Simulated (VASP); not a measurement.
## Ta4Ge: single point with PBE

Ta4Ge:

```
CELL_PARAMETERS angstrom
-1.70242 1.70242 7.57300
1.70242 -1.70242 7.57300
1.70242 1.70242 -7.57300
ATOMIC_POSITIONS crystal
Ta 0.19642 0.19642 0.00000
Ta 0.80358 0.80358 0.00000
Ta 0.40599 0.40599 0.00000
Ta 0.59401 0.59401 0.00000
Ge 0.00000 0.00000 0.00000
```

```json
{
 "Program": "VASP 6.6.1",
 "Task": "single point",
 "Functional": "PBE",
 "Potentials or basis": "VASP PAW PBE potentials, release 64 (Ta_pv, Ge_d)",
 "Cutoff": "520 eV",
 "k mesh": "12 × 12 × 12",
 "Occupations": "gaussian, width 0.1 eV",
 "Spin": "no spin polarisation"
}
```

```json
{"Pressure": "0.1 GPa", "Largest force": "0.012 eV/Å", "Band gap on the k mesh": "zero (bands 29 and 30 overlap by 0.80 eV)"}
```

Forces on the atoms (eV/Å):
```
Ta   0.000  0.000  0.000
Ta   0.000  0.000  0.000
Ta   0.000  0.000 -0.012
Ta   0.000  0.000  0.012
Ge   0.000  0.000  0.000
```

Levels at points of the mesh, in eV from the Fermi level:
| k point | band 27 | band 28 | band 29 | band 30 | band 31 | band 32 |
| --- | --- | --- | --- | --- | --- | --- |
| (0.00, 0.00, 0.00) | 0.17 | 0.32 | 0.56 | 0.56 | 1.34 | 1.43 |
| (0.50, 0.00, 0.00) | -0.69 | -0.52 | -0.33 | -0.24 | 0.70 | 1.80 |
| (0.50, 0.50, 0.00) | -1.37 | -0.28 | -0.10 | -0.04 | 1.59 | 2.62 |
| (0.50, 0.50, 0.50) | -0.54 | 0.27 | 0.50 | 0.50 | 0.86 | 0.86 |

Run time: 33 min on 1 thread of Intel(R) Xeon(R) 6975P-C (Granite Rapids), on a shared host, peak memory 0.79 GiB.

Caveat: spin-orbit coupling is left out, which moves the levels of the heavy elements.
